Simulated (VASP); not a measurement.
# SiC (I-4m2) in VASP: notebook, part 2 of 2

VASP 6.6.1.

## Step 3: G0W0 quasiparticle levels, PBE

POSCAR

```
SiC
1.0
    0.0000000000      2.1780523450      2.1780523450
    2.1671620832      0.0000000000      2.1780523450
    2.1671620832      2.1780523450      0.0000000000
Si C
1 1
Direct
    0.0000000000      0.0000000000      0.0000000000
    0.2500000000      0.2500000000      0.2500000000
```

INCAR.step1

```
PREC = Accurate
ENCUT = 500
EDIFF = 1E-8
ISMEAR = 0
SIGMA = 0.01
LREAL = False
LASPH = True
NELM = 60
ALGO = Normal
LWAVE = True
LCHARG = False
GGA = PE
```

INCAR.step2

```
PREC = Accurate
ENCUT = 500
EDIFF = 1E-8
ISMEAR = 0
SIGMA = 0.01
LREAL = False
LASPH = True
NELM = 1
ALGO = Exact
LWAVE = True
LCHARG = False
GGA = PE
NBANDS = 89
LOPTICS = True
ISTART = 1
```

INCAR.step3

```
PREC = Accurate
ENCUT = 500
EDIFF = 1E-8
ISMEAR = 0
SIGMA = 0.01
LREAL = False
LASPH = True
ALGO = EVGW0
LWAVE = False
LCHARG = False
GGA = PE
NELMGW = 1
NBANDS = 89
ENCUTGW = 150.0
NOMEGA = 96
PRECFOCK = Fast
ISTART = 1
NBANDSGW = 12
OMEGAMAX = 20
```

KPOINTS

```
regular mesh
0
Gamma
  6 6 6
```

Potentials or basis: VASP PAW PBE potentials, release 64 (Si_GW, C_GW).

On the command line:

```
cat potpaw_PBE.64/Si_GW/POTCAR potpaw_PBE.64/C_GW/POTCAR > POTCAR
cp INCAR.step1 INCAR
mpirun -np 1 vasp_std > vasp.out
cp INCAR.step2 INCAR
mpirun -np 1 vasp_std > vasp.out
cp INCAR.step3 INCAR
mpirun -np 1 vasp_std > vasp.out
```

OUTCAR:

```text
PREC = Accurate
   ENCUT = 500
   EDIFF = 1E-8
   ISMEAR = 0
   LREAL = False
   LASPH = True
   GGA = PE
   NELMGW = 1
   ENCUTGW = 150.0
   PRECFOCK = Fast
   ISTART = 1

 ion  position               nearest neighbor table
   1  0.000  0.000  0.000-   2 1.88   2 1.88   2 1.88   2 1.88
   2  0.250  0.250  0.250-   1 1.88   1 1.88   1 1.88   1 1.88

  LATTYP: Found a body centered tetragonal cell.
 ALAT       =     3.0802311659
 C/A-ratio  =     1.4071424945

  Lattice vectors:

 A1 = (  -2.1671620832,   0.0000000000,  -2.1780523450)
 A2 = (  -2.1671620832,   0.0000000000,   2.1780523450)
 A3 = (   2.1671620832,   2.1780523450,   0.0000000000)

Analysis of symmetry for initial positions (statically):
=====================================================================
 Subroutine PRICEL returns:
 Original cell was already a primitive cell.

 Routine SETGRP: Setting up the symmetry group for a
 body centered tetragonal supercell.

 Subroutine GETGRP returns: Found  8 space group operations
 (whereof  8 operations were pure point group operations)
 out of a pool of 16 trial point group operations.

The static configuration has the point symmetry D_2d.

Analysis of symmetry for dynamics (positions and initial velocities):
=====================================================================
 Subroutine PRICEL returns:
 Original cell was already a primitive cell.

 Routine SETGRP: Setting up the symmetry group for a
 body centered tetragonal supercell.

 Subroutine GETGRP returns: Found  8 space group operations
 (whereof  8 operations were pure point group operations)
 out of a pool of 16 trial point group operations.

The dynamic configuration has the point symmetry D_2d.

 Subroutine INISYM returns: Found  8 space group operations
 (whereof  8 operations are pure point group operations),
 and found     1 'primitive' translations

----------------------------------------------------------------------------------------

                                     Primitive cell

  volume of cell :      20.5617

  direct lattice vectors                    reciprocal lattice vectors
     0.000000000  2.178052345  2.178052345    -0.230716477  0.229562894  0.229562894
     2.167162083  0.000000000  2.178052345     0.230716477 -0.229562894  0.229562894
     2.167162083  2.178052345  0.000000000     0.230716477  0.229562894 -0.229562894

  length of vectors
     3.080231166  3.072540238  3.072540238     0.398281731  0.398281731  0.398281731

  position of ions in fractional coordinates (direct lattice)
     0.000000000  0.000000000  0.000000000
     0.250000000  0.250000000  0.250000000

  ion indices of the primitive-cell ions
   primitive index   ion index
                 1           1
                 2           2

----------------------------------------------------------------------------------------

[... 26 lines left out ...]
  0.000000  0.000000  0.000000      1.000000
  0.166667  0.000000  0.000000      8.000000
  0.333333 -0.000000 -0.000000      8.000000
  0.500000  0.000000  0.000000      4.000000
  0.166667  0.166667  0.000000      4.000000
  0.333333  0.166667  0.000000     16.000000
[... 16 lines left out ...]
 -0.333333  0.500000  0.166667      4.000000
  0.333333 -0.333333  0.166667      8.000000
 [... further k-points ...]
   k-points           NKPTS =     30   k-points in BZ     NKDIM =    216   number of bands    NBANDS=     89
   number of dos      NEDOS =    301   number of ions     NIONS =      2
   total plane-waves  NPLWV =  13824
   dimension x,y,z NGX =    24 NGY =   24 NGZ =   24
   dimension x,y,z NGXF=    48 NGYF=   48 NGZF=   48
   ions per type =               1   1
   NGX,Y,Z   is equivalent  to a cutoff of  12.95, 12.99, 12.99 a.u.
   NGXF,Y,Z  is equivalent  to a cutoff of  25.91, 25.97, 25.97 a.u.
 SYSTEM =  unknown system
   PREC   = accura    normal or accurate (medium, high low for compatibility)
   ISTART =      1    job   : 0-new  1-cont  2-samecut
   ICHARG =      0    charge: 1-file 2-atom 10-const
   ISPIN  =      1    spin polarized calculation?
   LNONCOLLINEAR =      F non collinear calculations
   LSORBIT =      F    spin-orbit coupling
   LASPH  =      T    aspherical Exc in radial PAW
   ENCUT  =  500.0 eV  36.75 Ry    6.06 a.u.   5.62  5.60  5.60*2*pi/ulx,y,z
   NELM   =     60;   NELMIN=  2; NELMDL=  0     # of ELM steps
   EDIFF  = 0.1E-07   stopping-criterion for ELM
   LREAL  =      F    real-space projection
   EDIFFG = 0.1E-06   stopping-criterion for IOM
   NSW    =      0    number of steps for IOM
   IBRION =     -1    ionic relax: 0-MD 1-quasi-New 2-CG
   NFREE  =      0    steps in history (QN), initial steepest desc. (CG)
   ISIF   =      0    stress and relaxation
   ISYM   =      3    0-nonsym 1-usesym 2-fastsym
   POTIM  = 0.5000    time-step for ionic-motion
   TEBEG  =    0.0;   TEEND  =   0.0 temperature during run
   PSTRESS=    0.0 pullay stress
   NELECT =       8.0000    total number of electrons
   NUPDOWN=      -1.0000    fix difference up-down
   EMIN   =  10.00;   EMAX   =-10.00  energy-range for DOS
   EFERMI =   0.00;   METHOD = LEGACY
   ISMEAR =     0;   SIGMA  =   0.01  broadening in eV -4-tet -1-fermi 0-gaus
   EFERMI_NEDOS =   21; number of points for ismear=-14 and -15
   IALGO  =     38    algorithm
   IMIX   =      4    mixing-type and parameters
     AMIX     =   0.40;   BMIX     =  1.00
     AMIX_MAG =   1.60;   BMIX_MAG =  1.00
  volume/ion in A,a.u.               =      10.28        69.38
  Fermi-wavevector in a.u.,A,eV,Ry     =   1.195140  2.258487 19.434016  1.428360
  Thomas-Fermi vector in A             =   2.331113
   LORBIT       =      0    0 simple, 1 ext, 2 COOP (PROOUT), +10 PAW based schemes
   GGA     = PE    functional components
   LHFCALC =     T    Hartree Fock is set to
   PRECFOCK=fast      Normal, Fast or Accurate (Low or Medium for compatibility)
   ENCUT4O =  -1.0   cutoff for four orbital integrals eV
   NKREDX  =     1    reduce k-point grid by
   NKREDY  =     1    reduce k-point grid by
   NKREDZ  =     1    reduce k-point grid by
   AEXX    =    1.0000 exact exchange contribution
   HFSCREEN=    0.0000 screening length (either q_TF or 0.3 A-1)
   HFSCREENC=   0.0000 screening length for correlation (either q_TF or 0.3 A-1)
   ENCUTFOCK=  -1.0 apply spherical cutoff to Coloumb kernel
   IVDW    =     0    specifies the selected vdW correction
   LEPSILON=     F    determine dielectric tensor
   LRPA    =     F    only Hartree local field effects (RPA)
   LRPAFORCE           =     F    calculate RPA forces
   ENCUTGW             = 150.0    cutoff for response function in eV
   ENCUTGWSOFT         = 120.0    soft cutoff for Coulomb kernel in GW response function in eV
   ENCUTLF             =  -1.0    cutoff for local field effects
   NELMGW              =     1    number of iterations in solving QP/BSE equation
   NELMHF              =     1    number of iterations in the inner HF iteration
   NKREDLFX            =     1    NKREDLFY  =   1   NKREDLFZ  =   1
 non-spin polarized calculation
 Gauss-broadening in eV      SIGMA  =   0.01
  energy-cutoff  :      500.00
  volume of cell :       20.56
 maximum number of plane-waves:       536
 NGX is ok and might be reduce to    24
  NGX = 14; NGY = 14; NGZ = 14
   NGX = 11   NGY = 11   NGZ = 11
 maximum number of plane-waves:        92
 NGX is ok and might be reduce to    14

 QP shifts <psi_nk| G(iteration)W_0 |psi_nk>: iteration 1
 for sc-GW calculations column KS-energies equals QP-energies in previous step
 and V_xc(KS)=  KS-energies - (<T + V_ion + V_H > + <T+V_H+V_ion>^1  + <V_x>^1)

 k-point   1 :       0.0000    0.0000    0.0000
  band No.  KS-energies  QP-energies   sigma(KS)   V_xc(KS)     V^pw_x(r,r')   Z            occupation Imag(sigma)

      1      -7.6154      -8.6408     -14.1730     -12.7532     -21.7254       0.7222       2.0000       1.3127
      2       7.8334       7.2467     -15.5683     -14.8249     -17.4579       0.7890       2.0000       0.0287
      3       7.8334       7.2467     -15.5683     -14.8249     -17.4579       0.7890       2.0000       0.0287
      4       7.8671       7.2820     -15.5644     -14.8228     -17.4518       0.7890       2.0000       0.0287
      5      14.1461      14.6626     -12.5250     -13.1878      -7.3825       0.7793       0.0000      -0.0703
      6      15.1772      15.7420     -10.8501     -11.5617      -5.7657       0.7937       0.0000      -0.0673
      7      15.1904      15.7552     -10.8530     -11.5644      -5.7666       0.7939       0.0000      -0.0673
      8      15.1904      15.7552     -10.8530     -11.5644      -5.7666       0.7939       0.0000      -0.0673
      9      22.2943      22.9182     -10.6517     -11.4487      -4.5358       0.7829       0.0000      -0.2342
     10      22.4454      23.0704     -10.6529     -11.4507      -4.5086       0.7835       0.0000      -0.2425
     11      24.4004      24.6270      -9.5156      -9.8103      -2.9142       0.7690       0.0000      -0.3801
     12      25.0898      25.3488      -9.9454     -10.2822      -2.9718       0.7689       0.0000      -0.6382
[... 356 lines left out ...]
      1      -2.9417      -3.8267     -15.3897     -14.1709     -21.7600       0.7261       2.0000       0.6589
      2       0.4364      -0.4696     -13.6847     -12.4584     -17.8550       0.7387       2.0000       0.2216
      3       3.0961       2.2349     -14.1040     -12.9605     -17.2893       0.7531       2.0000       0.0817
      4       4.7069       3.9069     -14.1807     -13.1438     -16.7114       0.7715       2.0000       0.0461
      5      13.0122      13.4594     -11.2857     -11.8470      -6.6671       0.7966       0.0000      -0.0580
      6      15.8514      16.3879     -11.1080     -11.7906      -5.7677       0.7860       0.0000      -0.0831
      7      18.2495      19.0242     -12.2632     -13.2770      -6.2207       0.7642       0.0000      -0.1420
      8      19.1757      19.7398     -11.2194     -11.9500      -5.2526       0.7720       0.0000      -0.1645
      9      20.8053      21.3829     -11.2601     -12.0292      -4.3506       0.7510       0.0000      -0.2858
     10      24.3038      24.8323     -11.1325     -11.8302      -3.9979       0.7576       0.0000      -0.4754
     11      29.0360      29.5368     -11.0809     -11.7422      -3.4391       0.7573       0.0000      -0.8330
     12      29.5537      30.1280     -11.1550     -11.9100      -3.7268       0.7607       0.0000      -0.8252

 [... further k-points ...]
```

Run time: 7 min. Hardware: 1 thread of Intel Xeon Platinum 8559C (Emerald Rapids), shared host; peak memory 0.44 GiB.

Results:

```
Quasiparticle gap                                   : 2.09 eV
Least direct quasiparticle gap                      : 5.58 eV
Band gap of the starting levels on the mesh         : 1.29 eV
Least direct gap of the starting levels on the mesh : 4.54 eV
```

Caveat: the k points lie up to 0.42 Å⁻¹ apart; bands, screening cutoff and mesh are small and nothing is extrapolated, so the quasiparticle values aren't converged.
